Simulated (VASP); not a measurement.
Runs of VASP 6.6.1 on KBr. The structure is that of space group Pm-3m (No. 221), or close to it. The cells are those of the table. 

| level | cell | gap on the mesh (eV) | pressure (GPa) |
| --- | --- | --- | --- |
| r2SCAN | a = 3.936 Å, 2 atoms | 4.89 | 0.6 |
| PBE | a = 3.976 Å, 2 atoms | 4.02 | (b) |
| PBE | a = 4.123 Å, 2 atoms | 3.69 | -0.8 |
| PBE | a = 4.003 Å, 2 atoms | 3.96 | 0.5 |
| r2SCAN | a = 3.976 Å, 2 atoms | 4.77 | 0.0 |
| r2SCAN | a = 4.015 Å, 2 atoms | 4.67 | -0.5 |
| PBE | a = 4.084 Å, 2 atoms | 3.78 | -0.5 |
| r2SCAN | a = 3.895 Å, 2 atoms | 5.01 | 1.4 |
| r2SCAN | a = 4.054 Å, 2 atoms | (a) | -1.0 |
| PBE | a = 3.961 Å, 2 atoms | 4.06 | 1.1 |
| PBE | a = 4.043 Å, 2 atoms | 3.86 | 0.0 |

Alike in all rows: task single point; potentials or basis VASP PAW PBE potentials, release 64 (K_sv, Br); no spin polarisation; k mesh 6 × 6 × 6; cutoff (eV) 520; smearing gaussian 0.01 eV.

Q: Fill in the values left out.

A: (a) 4.57; (b) 0.9.

Caveats: the PAW data sets were made with another functional, which shifts forces and pressure a little (at least some runs).

A k mesh can miss the band edges, and the runs leave out spin-orbit coupling on Br.
